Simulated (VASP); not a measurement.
Wanted: the native input for a VASP 6.6.1 run.

| Property | Result |
| --- | --- |
| Task | single point |
| Functional | LDA |
| Potentials or basis | VASP PAW LDA potentials, release 64 (Be) |
| Cutoff | 520 eV |
| k mesh | 16 × 16 × 5 |
| Occupations | fermi-dirac, width 0.1 eV |
| Spin | no spin polarisation |
| Dipole correction | no |
| Further INCAR settings | ALGO = Normal; EDIFF = 1e-07; NBANDS = 12 |

The structure of Be lies in POSCAR:

```
Be
1.0
    2.2184031960      0.0000000000      0.0000000000
   -1.1092015980      1.9211935236      0.0000000000
    0.0000000000      0.0000000000      7.0751611054
Be
4
Direct
    1.0000000000      0.0000000000      0.0000000000
    1.0000000000      0.0000000000      0.5000000000
    0.3333333333      0.6666666667      0.2500000000
    0.6666666667      0.3333333333      0.7500000000
```

These files were run (other wordings do the same):

INCAR

```
SYSTEM = Be
PREC     = Accurate       ! precision mode
ENCUT    = 520            ! plane-wave cutoff, eV
EDIFF    = 1E-7           ! SCF threshold, eV
ISMEAR   = -1             ! smearing method
SIGMA    = 0.1            ! smearing width, eV
LREAL    = .False.        ! projectors in reciprocal space
LASPH    = .True.         ! aspherical terms in the spheres
NELM     = 60             ! most SCF steps
ALGO     = Normal         ! electronic algorithm
ISIF     = 2              ! what is computed and relaxed
LWAVE    = .False.        ! write WAVECAR
LCHARG   = .False.        ! write CHGCAR
GGA      = CA             ! functional
NBANDS   = 12             ! bands
```

KPOINTS

```
regular mesh
0
Gamma
  16 16 5
  0 0 0
```

Potentials or basis: VASP PAW LDA potentials, release 64 (Be).

The run is started by

```sh
$ cat potpaw_LDA.64/Be/POTCAR > POTCAR
$ mpirun -np 1 vasp_std > vasp.out
```

It gave:

```yaml
Pressure: 0.4 GPa
Band_gap_on_the_k_mesh: zero (bands 4 and 5 overlap by 1.54 eV)
```

It took 14 s on 1 thread of Intel(R) Xeon(R) Platinum 8259CL CPU @ 2.50GHz (Skylake/Cascade Lake) (shared host), peak memory 0.13 GiB.
